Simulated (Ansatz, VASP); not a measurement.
C in VASP and in Ansatz

```
C
1.0
     0.00000    1.77849    1.77849
     1.77849    0.00000    1.77849
     1.77849    1.77849    0.00000
C
2
Direct
  0.00000 0.00000 0.00000
  0.25000 0.25000 0.25000
```

Alike in both runs: functional PBE; dispersion D3(BJ); k mesh 12 × 12 × 12; occupations gaussian, width 0.02 eV; no spin polarisation.

Ansatz relaxed the structure, and its values are those at the end. VASP's run is a single point on that final structure, the one shown.

```csv
,VASP,Ansatz
version,VASP 6.6.1,Ansatz 0.2.0
potentials or method,"VASP PAW PBE potentials, release 64 (C), cutoff 600 eV","scalar-relativistic, plane waves, PAW"
valence electrons in the cell,8,8
```

```tsv
	VASP	Ansatz	Ansatz less VASP
gap on the k mesh at the Fermi level (eV)	4.17	4.18	+0.007
least direct gap on the mesh (eV)	5.61	5.62	+0.002
pressure (GPa)	0.0	0.0	-0.01
```
